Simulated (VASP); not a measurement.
Runs of VASP 6.6.1 on ZrOs. The structure is that of space group Pm-3m (No. 221), or close to it. The cells are those of the table. 

```tsv
task	cell	gap on the mesh (eV)	pressure (GPa)
electric field gradients	a = 3.252 Å, 2 atoms	none	(a)
electric field gradients	a = 3.230, b = 3.230, c = 3.263 Å, 2 atoms	none	-2.8
electric field gradients	a = 3.327 Å, 2 atoms	none	-17.7
electric field gradients	a = 3.285 Å, 2 atoms	none	-11.1
electric field gradients	a = 3.274 Å, 2 atoms	none	-9.2
single point	a = 3.230, b = 3.230, c = 3.263 Å, 2 atoms	none	-2.8
electric field gradients	a = 3.241 Å, 2 atoms	none	-2.8
```

Alike in all rows: level LDA; potentials or basis VASP PAW LDA potentials, release 64 (Zr_sv, Os); no spin polarisation; k mesh 13 × 13 × 13; cutoff (eV) 520; smearing fermi-dirac 0.03 eV.

Question: Fill in the values left out.

Answer: (a) -5.0.

Caveats: spin-orbit coupling is left out, which moves the levels of the heavy elements.

A k mesh can miss the band edges, and the runs leave out spin-orbit coupling on Os, Zr.

A gap of «none» marks levels without a gap at the run's occupations.
